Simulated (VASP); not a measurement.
# BaTiO3 (P1) in VASP: notebook

Aim: see how the results for BaTiO3 move with the level of theory and the settings. Levels: PBE+U, PBE. Tasks: single point.

Everything below comes from runs of VASP 6.6.1. Logs are shortened: lines on timing, memory, paths and dates and some standing lists are left out, and cuts for length are marked.

### Step 1. The cell of the first run

The typed cell holds 5 atoms: a = 3.753 Å, b = 4.526 Å, c = 3.794 Å, α = 93.52°, β = 80.30°, γ = 98.03°.

### Step 2. Single point, PBE+U

Input file INCAR:

```
SYSTEM = BaTiO3
PREC = Accurate ; ENCUT = 520
EDIFF = 1E-6 ; ISMEAR = -1
SIGMA = 0.05 ; LREAL = .False.
LASPH = .True. ; NELM = 150
ALGO = Normal ; ISIF = 2
LWAVE = .False. ; LCHARG = .False.
LMAXMIX = 4 ; LDAU = .True.
LDAUTYPE = 2 ; LDAUL = -1 2 -1
LDAUU = 0 1 0 ; LDAUJ = 0 0 0
LDAUPRINT = 1 ; GGA = PE
NBANDS = 28
```

Input file KPOINTS:

```
regular mesh
0
Gamma
  7 6 7
  0 0 0
```

Input file POSCAR:

```
BaTiO3
1.0
    3.7288979900     -0.4219254500      0.0223674800
   -0.2844733300      3.2754742700      3.1100811900
    0.3164270400     -2.7537071700      2.5899183700
Ba Ti O
1 1 3
Direct
    0.0036372600      0.9972694200      0.9985015400
    0.5002452300      0.5116078500      0.5101821300
    0.9983542100      0.4928168200      0.4950359800
    0.4999067000      0.5015397800      0.9945381500
    0.4978566000      0.9929861300      0.4979621900
```

Potentials or basis: VASP PAW PBE potentials, release 64 (Ba_sv, Ti_sv, O).

Run with:

```sh
> cat potpaw_PBE.64/Ba_sv/POTCAR potpaw_PBE.64/Ti_sv/POTCAR potpaw_PBE.64/O/POTCAR > POTCAR
> mpirun -np 1 vasp_std > vasp.out
```

OUTCAR:

```text
SYSTEM = BaTiO3
   PREC = Accurate
   ENCUT = 520
   EDIFF = 1E-6
   ISMEAR = -1
   LREAL = .False.
   LASPH = .True.
   NELM = 150
   ISIF = 2
   GGA = PE

 ion  position               nearest neighbor table
   1  0.004  0.997  0.999-   5 2.42   5 2.44   4 2.73   4 2.74   3 2.84   5 2.87   3 2.89   5 2.90
                             3 3.04   3 3.04   4 3.11   4 3.16   2 3.21   2 3.24   2 3.35   2 3.37
   2  0.500  0.512  0.510-   4 1.84   3 1.87   3 1.88   4 1.95   5 2.18   5 2.34   1 3.21   1 3.24
                             1 3.35   1 3.37   1 3.48   1 3.49
   3  0.998  0.493  0.495-   2 1.87   2 1.88   1 2.84   1 2.89   1 3.04   1 3.04
   4  0.500  0.502  0.995-   2 1.84   2 1.95   1 2.73   1 2.74   1 3.11   1 3.16
   5  0.498  0.993  0.498-   2 2.18   2 2.34   1 2.42   1 2.44   1 2.87   1 2.90

  LATTYP: Found a triclinic cell.
 ALAT       =     3.7935084570
 B/A-ratio  =     1.5088722702
 C/A-ratio  =     0.9892581609
 COS(alpha) =     0.0012336744
 COS(beta)  =     0.1685650728
 COS(gamma) =     0.6141665186

  Lattice vectors:

 A1 = (  -0.3164270400,   2.7537071700,  -2.5899183700)
 A2 = (  -0.0319537100,  -0.5217671000,  -5.6999995600)
 A3 = (  -3.7288979900,   0.4219254500,  -0.0223674800)

Analysis of symmetry for initial positions (statically):
=====================================================================
 Subroutine PRICEL returns:
 Original cell was already a primitive cell.

 Routine SETGRP: Setting up the symmetry group for a
 triclinic supercell.

 Subroutine GETGRP returns: Found  1 space group operations
 (whereof  1 operations were pure point group operations)
 out of a pool of  2 trial point group operations.

The static configuration has the point symmetry C_1 .

Analysis of symmetry for dynamics (positions and initial velocities):
=====================================================================
 Subroutine PRICEL returns:
 Original cell was already a primitive cell.

 Routine SETGRP: Setting up the symmetry group for a
 triclinic supercell.

 Subroutine GETGRP returns: Found  1 space group operations
 (whereof  1 operations were pure point group operations)
 out of a pool of  2 trial point group operations.

The dynamic configuration has the point symmetry C_1 .

 Subroutine INISYM returns: Found  1 space group operations
 (whereof  1 operations are pure point group operations),
 and found     1 'primitive' translations

----------------------------------------------------------------------------------------

                                     Primitive cell

  volume of cell :      62.8365

  direct lattice vectors                    reciprocal lattice vectors
     3.728897990 -0.421925450  0.022367480     0.271298701  0.027386570 -0.004027792
    -0.284473330  3.275474270  3.110081190     0.016410188  0.153580515  0.161288148
     0.316427040 -2.753707170  2.589918370    -0.022049068 -0.184662360  0.192465856

  length of vectors
     3.752759199  4.525733286  3.793508457     0.272707229  0.223316223  0.267636796

  position of ions in fractional coordinates (direct lattice)
     0.003637260  0.997269420  0.998501540
     0.500245230  0.511607850  0.510182130
     0.998354210  0.492816820  0.495035980
     0.499906700  0.501539780  0.994538150
     0.497856600  0.992986130  0.497962190

  ion indices of the primitive-cell ions
   primitive index   ion index
                 1           1
                 2           2
                 3           3
[... 58 lines left out ...]
   total plane-waves  NPLWV =  28224
   dimension x,y,z NGX =    28 NGY =   36 NGZ =   28
   dimension x,y,z NGXF=    56 NGYF=   72 NGZF=   56
   ions per type =               1   1   3
   NGX,Y,Z   is equivalent  to a cutoff of  12.40, 13.22, 12.27 a.u.
   NGXF,Y,Z  is equivalent  to a cutoff of  24.81, 26.45, 24.54 a.u.
 SYSTEM =  BaTiO3
   PREC   = accura    normal or accurate (medium, high low for compatibility)
   ISTART =      0    job   : 0-new  1-cont  2-samecut
   ICHARG =      2    charge: 1-file 2-atom 10-const
   ISPIN  =      1    spin polarized calculation?
   LNONCOLLINEAR =      F non collinear calculations
   LSORBIT =      F    spin-orbit coupling
   LASPH  =      T    aspherical Exc in radial PAW
   ENCUT  =  520.0 eV  38.22 Ry    6.18 a.u.   6.98  8.41  7.05*2*pi/ulx,y,z
   NELM   =    150;   NELMIN=  2; NELMDL= -5     # of ELM steps
   EDIFF  = 0.1E-05   stopping-criterion for ELM
   LREAL  =      F    real-space projection
   EDIFFG = 0.1E-04   stopping-criterion for IOM
   NSW    =      0    number of steps for IOM
   IBRION =     -1    ionic relax: 0-MD 1-quasi-New 2-CG
   NFREE  =      0    steps in history (QN), initial steepest desc. (CG)
   ISIF   =      2    stress and relaxation
   ISYM   =      2    0-nonsym 1-usesym 2-fastsym
   POTIM  = 0.5000    time-step for ionic-motion
   TEBEG  =    0.0;   TEEND  =   0.0 temperature during run
   PSTRESS=    0.0 pullay stress
   NELECT =      40.0000    total number of electrons
   NUPDOWN=      -1.0000    fix difference up-down
   EMIN   =  10.00;   EMAX   =-10.00  energy-range for DOS
   EFERMI =   0.00;   METHOD = LEGACY
   ISMEAR =    -1;   SIGMA  =   0.05  broadening in eV -4-tet -1-fermi 0-gaus
   EFERMI_NEDOS =   21; number of points for ismear=-14 and -15
   IALGO  =     38    algorithm
   IMIX   =      4    mixing-type and parameters
     AMIX     =   0.40;   BMIX     =  1.00
     AMIX_MAG =   1.60;   BMIX_MAG =  1.00
  volume/ion in A,a.u.               =      12.57        84.81
  Fermi-wavevector in a.u.,A,eV,Ry     =   1.408286  2.661274 26.984012  1.983269
  Thomas-Fermi vector in A             =   2.530459
   LORBIT       =      0    0 simple, 1 ext, 2 COOP (PROOUT), +10 PAW based schemes
 LDA+U is selected, type is set to LDAUTYPE =  2
   angular momentum for each species LDAUL =    -1    2   -1
   U (eV)           for each species LDAUU =   0.0  1.0  0.0
   J (eV)           for each species LDAUJ =   0.0  0.0  0.0
   GGA     = PE    functional components
   LHFCALC =     F    Hartree Fock is set to
   AEXX    =    0.0000 exact exchange contribution
   IVDW    =     0    specifies the selected vdW correction
   LEPSILON=     F    determine dielectric tensor
   LRPA    =     F    only Hartree local field effects (RPA)
 non-spin polarized calculation
  energy-cutoff  :      520.00
  volume of cell :       62.84
 maximum number of plane-waves:      1706
   NGX = 13   NGY = 17   NGZ = 15

atom =   2  type =  2  l = 2

 onsite density matrix

spin component  1

  0.1404  0.0091  0.0074 -0.0135 -0.0145
  0.0091  0.2288 -0.0153 -0.0108  0.0354
  0.0074 -0.0153  0.1550  0.0006 -0.0648
 -0.0135 -0.0108  0.0006  0.1382 -0.0050
 -0.0145  0.0354 -0.0648 -0.0050  0.2416

spin component  2

  0.1404  0.0091  0.0074 -0.0135 -0.0145
  0.0091  0.2288 -0.0153 -0.0108  0.0354
  0.0074 -0.0153  0.1550  0.0006 -0.0648
 -0.0135 -0.0108  0.0006  0.1382 -0.0050
 -0.0145  0.0354 -0.0648 -0.0050  0.2416

 occupancies and eigenvectors

  o =  0.1197  v =  0.2114 -0.0352  0.8172  0.2370  0.4797  0.0000  0.0000  0.0000  0.0000  0.0000      0.0000  0.0000  0.0000  0.0000  0.0000  0.0000  0.0000  0.0000  0.0000  0.0000
  o =  0.1197  v =  0.0000  0.0000  0.0000  0.0000  0.0000  0.2114 -0.0352  0.8172  0.2370  0.4797      0.0000  0.0000  0.0000  0.0000  0.0000  0.0000  0.0000  0.0000  0.0000  0.0000
  o =  0.1248  v = -0.6749  0.0174  0.3280 -0.6575  0.0648  0.0000  0.0000  0.0000  0.0000  0.0000      0.0000  0.0000  0.0000  0.0000  0.0000  0.0000  0.0000  0.0000  0.0000  0.0000
  o =  0.1248  v =  0.0000  0.0000  0.0000  0.0000  0.0000 -0.6749  0.0174  0.3280 -0.6575  0.0648      0.0000  0.0000  0.0000  0.0000  0.0000  0.0000  0.0000  0.0000  0.0000  0.0000
  o =  0.1483  v =  0.0000  0.0000  0.0000  0.0000  0.0000  0.6638 -0.2302 -0.0484 -0.6999  0.1188      0.0000  0.0000  0.0000  0.0000  0.0000  0.0000  0.0000  0.0000  0.0000  0.0000
  o =  0.1483  v =  0.6638 -0.2302 -0.0484 -0.6999  0.1188  0.0000  0.0000  0.0000  0.0000  0.0000      0.0000  0.0000  0.0000  0.0000  0.0000  0.0000  0.0000  0.0000  0.0000  0.0000
  o =  0.2124  v =  0.0000  0.0000  0.0000  0.0000  0.0000  0.2363  0.8449  0.2440 -0.1368 -0.3900      0.0000  0.0000  0.0000  0.0000  0.0000  0.0000  0.0000  0.0000  0.0000  0.0000
  o =  0.2124  v =  0.2363  0.8449  0.2440 -0.1368 -0.3900  0.0000  0.0000  0.0000  0.0000  0.0000      0.0000  0.0000  0.0000  0.0000  0.0000  0.0000  0.0000  0.0000  0.0000  0.0000
  o =  0.2988  v =  0.0000  0.0000  0.0000  0.0000  0.0000 -0.0573  0.4813 -0.4035 -0.0534  0.7742      0.0000  0.0000  0.0000  0.0000  0.0000  0.0000  0.0000  0.0000  0.0000  0.0000
  o =  0.2988  v = -0.0573  0.4813 -0.4035 -0.0534  0.7742  0.0000  0.0000  0.0000  0.0000  0.0000      0.0000  0.0000  0.0000  0.0000  0.0000  0.0000  0.0000  0.0000  0.0000  0.0000

 number of electron      40.0000000 magnetization

 Free energy of the ion-electron system (eV)
  ---------------------------------------------------
  ext. energy  EPLUGINS =         0.00000000
  ---------------------------------------------------
  free energy    TOTEN  =       -37.05847586 eV

  energy without entropy =      -37.05843951  energy(sigma->0) =      -37.05845768

 E-fermi :   5.3201     XC(G=0): -11.3224

 val. band max:        4.9626439525   @ k =   0.4286  -0.3333   0.4286
 cond. band min:       5.5698131440   @ k =   0.0000   0.0000   0.0000
 fundamental gap:      0.6071691916
 Fermi energy:         5.3200704891

 k-point     1 :       0.0000    0.0000    0.0000
  band No.  band energies     occupation
      1     -52.6883      2.00000
      2     -29.0029      2.00000
      3     -28.9548      2.00000
      4     -28.8681      2.00000
      5     -20.7425      2.00000
      6     -13.3356      2.00000
[... 733 lines left out ...]
     27      10.8972      0.00000
     28      11.9568      0.00000

 [... further k-points ...]

------------------------ aborting loop because EDIFF is reached ----------------------------------------

  FORCE on cell =-STRESS in cart. coord.  units (eV):
  Direction    XX          YY          ZZ          XY          YZ          ZX
  --------------------------------------------------------------------------------------
  -------------------------------------------------------------------------------------
  Total       13.4278571      3.4980375      7.6411759     10.7786074     -6.9151518     -3.1573682
  in kB      342.3775109     89.1914001    194.8312955    274.8281225   -176.3194570    -80.5051665
  external PRESSURE =     208.8000689 kB  Pullay stress =       0.0000000 kB

 VOLUME and BASIS-vectors are now :
 -----------------------------------------------------------------------------
  energy-cutoff  :      520.00
  volume of cell :       62.84
      direct lattice vectors                 reciprocal lattice vectors
     3.728897990 -0.421925450  0.022367480     0.271298701  0.027386570 -0.004027792
    -0.284473330  3.275474270  3.110081190     0.016410188  0.153580515  0.161288148
     0.316427040 -2.753707170  2.589918370    -0.022049068 -0.184662360  0.192465856

 POSITION                                       TOTAL-FORCE (eV/Angst)
 -----------------------------------------------------------------------------------
      0.04582      0.51541      5.68771        -0.057360      0.069735      0.351022
      1.88126      0.05980      2.92366        -0.180562      0.591011      0.145857
      3.73921     -0.17021      2.83713         0.117862      0.006743     -0.176474
      2.03613     -1.30681      4.14678        -0.094150     -0.166224      0.134241
      1.73155      1.67120      4.38908         0.214210     -0.501264     -0.454645
 -----------------------------------------------------------------------------------
    total drift:                                0.000131      0.000895     -0.001112

  FREE ENERGIE OF THE ION-ELECTRON SYSTEM (eV)
  ---------------------------------------------------
  free  energy   TOTEN  =       -37.0584758571 eV

  energy  without entropy=      -37.0584395057  energy(sigma->0) =      -37.05845768
```

Wall time 6.6 min (1 thread of Intel Xeon 8259CL, shared host); peak memory 0.37 GiB.

Results:

| Quantity | Value |
| --- | --- |
| Free energy | -37.0585 eV |
| Pressure | 20.9 GPa |
| Largest force | 0.710 eV/Å |
| Band gap on the k mesh | 0.61 eV (least direct gap 0.71 eV) |

Forces on the atoms (eV/Å):
```
Ba  -0.057  0.070  0.351
Ti  -0.181  0.591  0.146
O    0.118  0.007 -0.176
O   -0.094 -0.166  0.134
O    0.214 -0.501 -0.455
```

Eigenvalues of the final occupation matrices:
| site | spin | trace | eigenvalues |
| --- | --- | --- | --- |
| site 2 d | 1 | 0.90 | 0.12 0.12 0.15 0.21 0.30 |
| site 2 d | 2 | 0.90 | 0.12 0.12 0.15 0.21 0.30 |

Caveat: the stress differs along the axes, from 9 to 34 GPa; spin-orbit coupling is left out, which moves the levels of the heavy elements. A k mesh can miss the band edges.

(Continued in part 2 of 2.)
